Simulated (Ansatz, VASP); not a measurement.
## Two plane-wave programs on Hf

```xyz
3
Lattice="4.9189 0.0000 0.0000 -2.4594 4.2599 0.0000 0.0000 0.0000 3.0606" Properties=species:S:1:pos:R:3 pbc="T T T"
Hf    2.4594    1.4200    1.5303
Hf    0.0000    2.8399    1.5303
Hf    0.0000    0.0000    0.0000
```

Alike in both runs: functional PBEsol; k mesh 10 × 10 × 12; occupations gaussian, width 0.05 eV; no spin polarisation.

Ansatz relaxed the structure, and its values are those at the end. VASP's run is a single point on that final structure, the one shown.

|  | VASP | Ansatz |
| --- | --- | --- |
| version | VASP 6.6.1 | Ansatz 0.2.0 |
| potentials or method | VASP PAW PBE potentials, release 64 (Hf_pv), cutoff 520 eV | scalar-relativistic, plane waves, PAW |
| valence electrons in the cell | 30 | 78 |

```tsv
	VASP	Ansatz	Ansatz less VASP
gap on the k mesh at the Fermi level (eV)	none	none	-
pressure (GPa)	-0.4	0.0	+0.37
```

VASP's potentials were made for PBE, not for PBEsol. A gap of «none» marks a metal or a gap that the smearing closes. VASP's potentials hold 30 valence electrons a cell and Ansatz's 78, so a difference there can come from the potentials and not from the codes.

Neither program's run includes spin-orbit coupling.
